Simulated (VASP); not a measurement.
# Al (P6_3/mmc) in VASP: notebook, part 2 of 2

VASP 6.6.1. The steps go on from the part before.

### Step 3. Single point, PBE+D3(BJ) (15.85 Å³/atom)

This run uses another cell than the first one, of 15.85 Å³/atom.

Input file INCAR:

```
PREC = Accurate ; ENCUT = 520
EDIFF = 1E-6 ; ISMEAR = 0
SIGMA = 0.15 ; LREAL = F
LASPH = T ; NELM = 60
ALGO = Normal ; ISIF = 2
LWAVE = F ; LCHARG = T
GGA = PE ; IVDW = 12
LELF = T ; LVHAR = T
NBANDS = 14
```

Input file KPOINTS:

```
Automatic mesh
0
Gamma
  18 18 6
```

Input file POSCAR:

```
Al
1.0
    2.8906475114      0.0000000000      0.0000000000
   -1.4453237557      2.5033741783      0.0000000000
    0.0000000000      0.0000000000      8.7601072834
Al
4
Direct
    0.0000000000      0.0000000000      0.0000000000
    0.3333333333      0.6666666667      0.2500000000
    0.0000000000      0.0000000000      0.5000000000
    0.6666666667      0.3333333333      0.7500000000
```

Potentials or basis: VASP PAW PBE potentials, release 64 (Al).

Command:

```sh
cat potpaw_PBE.64/Al/POTCAR > POTCAR
mpirun -np 1 vasp_std > vasp.out
```

It took 1.8 min on 1 thread of Intel Xeon 8259CL, shared host; peak memory 0.25 GiB.

It converged, with:

```
Free energy                : -16.2431 eV
Pressure                   : 0.7 GPa
Band gap on the k mesh     : zero (bands 6 and 7 overlap by 6.88 eV)
Dispersion energy per atom : -0.351 eV
```

Stress tensor (GPa, compression positive):
```
-1.41  0.00  0.00
 0.00 -1.41  0.00
 0.00  0.00  4.85
```

Levels at points of the mesh, in eV from the Fermi level:
| k point | band 3 | band 4 | band 5 | band 6 | band 7 | band 8 | band 9 | band 10 |
| --- | --- | --- | --- | --- | --- | --- | --- | --- |
| (0.00, 0.00, 0.00) | -9.52 | -4.31 | -3.49 | 4.98 | 5.02 | 9.78 | 9.78 | 10.05 |
| (0.50, 0.00, 0.00) | -4.17 | -4.05 | -3.57 | -3.42 | 0.93 | 1.40 | 2.07 | 2.28 |
| (0.00, 0.00, 0.50) | -7.16 | -7.16 | 0.20 | 0.20 | 10.13 | 10.13 | 10.13 | 10.13 |
| (0.50, 0.00, 0.50) | -5.12 | -5.12 | -1.85 | -1.85 | -1.13 | -1.13 | 5.13 | 5.13 |

Caveat: the stress differs along the axes, from -1 to 5 GPa.

### Step 4. Single point, PBE+D3(BJ) (15.85 Å³/atom)

This run uses another cell than the first one, of 15.85 Å³/atom.

Input file INCAR:

```
SYSTEM = Al
PREC = Accurate
ENCUT = 520
EDIFF = 1E-7
ISMEAR = 0
SIGMA = 0.15
LREAL = .False.
LASPH = .True.
NELM = 60
ALGO = Fast
ISIF = 2
LWAVE = .False.
LCHARG = .False.
GGA = PE
IVDW = 12
NBANDS = 14
```

Input file KPOINTS:

```
Automatic mesh
0
Gamma
  18 18 6
  0 0 0
```

Input file POSCAR:

```
Al
1.0
    2.8713849490      0.0000000000      0.0000000000
   -1.4356924745      2.4866923099      0.0000000000
    0.0000000000      0.0000000000      8.8780351238
Al
4
Direct
    0.0000000000      0.0000000000      0.0000000000
    0.3333333333      0.6666666667      0.2500000000
    0.0000000000      0.0000000000      0.5000000000
    0.6666666667      0.3333333333      0.7500000000
```

Potentials or basis: VASP PAW PBE potentials, release 64 (Al).

Command:

```sh
cat potpaw_PBE.64/Al/POTCAR > POTCAR
mpirun -np 1 vasp_std > vasp.out
```

OUTCAR:

```text
SYSTEM = Al
   PREC = Accurate
   ENCUT = 520
   EDIFF = 1E-7
   ISMEAR = 0
   LREAL = .False.
   LASPH = .True.
   NELM = 60
   ISIF = 2
   GGA = PE
   IVDW = 12
 IVDW          = 12

 ion  position               nearest neighbor table
   1  0.000  0.000  0.000-   2 2.77   4 2.77   4 2.77   2 2.77   4 2.77   2 2.77
   2  0.333  0.667  0.250-   1 2.77   3 2.77   1 2.77   3 2.77   1 2.77   3 2.77
   3  0.000  0.000  0.500-   2 2.77   4 2.77   4 2.77   2 2.77   4 2.77   2 2.77
   4  0.667  0.333  0.750-   1 2.77   3 2.77   1 2.77   3 2.77   1 2.77   3 2.77

  LATTYP: Found a hexagonal cell.
 ALAT       =     2.8713849490
[... 615 lines left out ...]
  --------------------------------------------------------------------------------------
  -------------------------------------------------------------------------------------
  Total      -0.48042    -0.48042     1.35979     0.00000     0.00000    -0.00000
  in kB     -12.14235   -12.14235    34.36788     0.00000     0.00000    -0.00000
  external pressure =        3.36 kB  Pullay stress =        0.00 kB

 VOLUME and BASIS-vectors are now :
 -----------------------------------------------------------------------------
  energy-cutoff  :      520.00
  volume of cell :       63.39
      direct lattice vectors                 reciprocal lattice vectors
     2.871384949  0.000000000  0.000000000     0.348263997  0.201070313  0.000000000
    -1.435692474  2.486692310  0.000000000     0.000000000  0.402140625  0.000000000
     0.000000000  0.000000000  8.878035124     0.000000000  0.000000000  0.112637536

 POSITION                                       TOTAL-FORCE (eV/Angst)
 -----------------------------------------------------------------------------------
      0.00000      0.00000      0.00000         0.000000      0.000000     -0.000000
     -0.00000      1.65779      2.21951         0.000000     -0.000000      0.000000
      0.00000      0.00000      4.43902        -0.000000      0.000000     -0.000000
      1.43569      0.82890      6.65853        -0.000000      0.000000     -0.000000
 -----------------------------------------------------------------------------------
    total drift:                               -0.000000      0.000000      0.000000

  FREE ENERGIE OF THE ION-ELECTRON SYSTEM (eV)
  ---------------------------------------------------
  free  energy   TOTEN  =       -16.2717481946 eV

  energy  without entropy=      -16.2540174069  energy(sigma->0) =      -16.26288280
```

Wall time 3.8 min (1 thread of Intel Xeon 8259CL, shared host); peak memory 0.26 GiB.

What came out:

```
Free energy                : -16.2717 eV
Pressure                   : 0.3 GPa
Band gap on the k mesh     : zero (bands 6 and 7 overlap by 6.48 eV)
Dispersion energy per atom : -0.351 eV
```

Stress tensor (GPa, compression positive):
```
-1.21  0.00  0.00
 0.00 -1.21  0.00
 0.00  0.00  3.44
```

### Step 5. Single point, PBE+D3(BJ) (15.85 Å³/atom)

This run uses another cell than the first one, of 15.85 Å³/atom.

Input file INCAR:

```
SYSTEM = Al
ALGO = Normal ; EDIFF = 1E-7
ENCUT = 520 ; GGA = PE
ISIF = 2 ; ISMEAR = 0
IVDW = 12 ; LASPH = .TRUE.
LCHARG = .FALSE. ; LREAL = .FALSE.
LWAVE = .FALSE. ; NBANDS = 14
NELM = 100 ; PREC = Accurate
SIGMA = 0.15
```

Input file KPOINTS:

```
k-points
0
G
  18 18 6
  0 0 0
```

Input file POSCAR:

```
Al
1.0
    2.7585873173      0.0000000000      0.0000000000
   -1.3792936587      2.3890066953      0.0000000000
    0.0000000000      0.0000000000      9.6189181165
Al
4
Direct
    0.0000000000      0.0000000000      0.0000000000
    0.3333333333      0.6666666667      0.2500000000
    0.0000000000      0.0000000000      0.5000000000
    0.6666666667      0.3333333333      0.7500000000
```

Command:

```sh
cat potpaw_PBE.64/Al/POTCAR > POTCAR
mpirun -np 1 vasp_std > vasp.out
```

Wall time 3.1 min (1 thread of Intel Xeon 8259CL, shared host); peak memory 0.25 GiB.

It converged, with:

```yaml
Free_energy: -16.2704 eV
Pressure: 0.5 GPa
Band_gap_on_the_k_mesh: zero (bands 6 and 7 overlap by 4.57 eV)
Dispersion_energy_per_atom: -0.351 eV
```

Stress tensor (GPa, compression positive):
```
 2.16  0.00  0.00
 0.00  2.16  0.00
 0.00  0.00 -2.78
```

Levels at points of the mesh, in eV from the Fermi level:
```
           k point  band 3  band 4  band 5  band 6  band 7  band 8  band 9  band 10
(0.00, 0.00, 0.00)   -9.81   -5.22   -5.07    2.34    2.34   11.34   12.04    12.04
(0.50, 0.00, 0.00)   -3.90   -3.90   -3.17   -3.17    0.82    0.85    1.21     1.26
(0.00, 0.00, 0.50)   -7.85   -7.85   -1.73   -1.73    6.99    6.99   12.30    12.30
(0.50, 0.00, 0.50)   -4.66   -4.66   -1.91   -1.91   -1.24   -1.24    4.11     4.11
```

### Step 6. The runs side by side

```tsv
cell	gap on the mesh (eV)	pressure (GPa)
a = 2.929, b = 2.929, c = 8.875 Å, angles 90.0, 90.0, 120.0°, 4 atoms	none	-2.5
a = 2.891, b = 2.891, c = 8.760 Å, angles 90.0, 90.0, 120.0°, 4 atoms	none	0.7
a = 2.871, b = 2.871, c = 8.878 Å, angles 90.0, 90.0, 120.0°, 4 atoms	none	0.3
a = 2.759, b = 2.759, c = 9.619 Å, angles 90.0, 90.0, 120.0°, 4 atoms	none	0.5
```

Alike in all rows: task single point; level PBE+D3(BJ); potentials or basis VASP PAW PBE potentials, release 64 (Al); no spin polarisation; k mesh 18 × 18 × 6; cutoff (eV) 520; smearing gaussian 0.15 eV.

Caveats: the stress differs along the axes, from -4 to 1 GPa (at least some runs); the stress differs along the axes, from -1 to 5 GPa (at least some runs).

Absolute energies hang on the potentials; compare differences alone.
